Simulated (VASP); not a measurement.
A run of VASP 6.6.1 is set up as follows.

Contents of INCAR:

```
PREC = Accurate ; ENCUT = 520
EDIFF = 1E-6 ; ISMEAR = 0
SIGMA = 0.05 ; LREAL = False
LASPH = True ; NELM = 150
ALGO = Normal ; ISIF = 2
LWAVE = False ; LCHARG = False
ISPIN = 2 ; MAGMOM = 0.5 0.5
LORBIT = 11 ; GGA = PS
NBANDS = 20
```

KPOINTS

```
regular mesh
0
Gamma
  1 1 8
```

The input POSCAR:

```
Rb
1.0
   11.0000000000      0.0000000000      0.0000000000
    0.0000000000      9.3000000000      0.0000000000
    0.0000000000      0.0000000000      4.9791983800
Rb
2
Direct
    0.3098106803      0.5000000000      0.0000000000
    0.6901893197      0.5000000000      0.5000000000
```

Potentials or basis: VASP PAW PBE potentials, release 64 (Rb_sv).

Launch:

```sh
$ cat potpaw_PBE.64/Rb_sv/POTCAR > POTCAR
$ mpirun -np 1 vasp_std > vasp.out
```

Task: Estimate the net moment.

Result: 0.25 μB per cell.
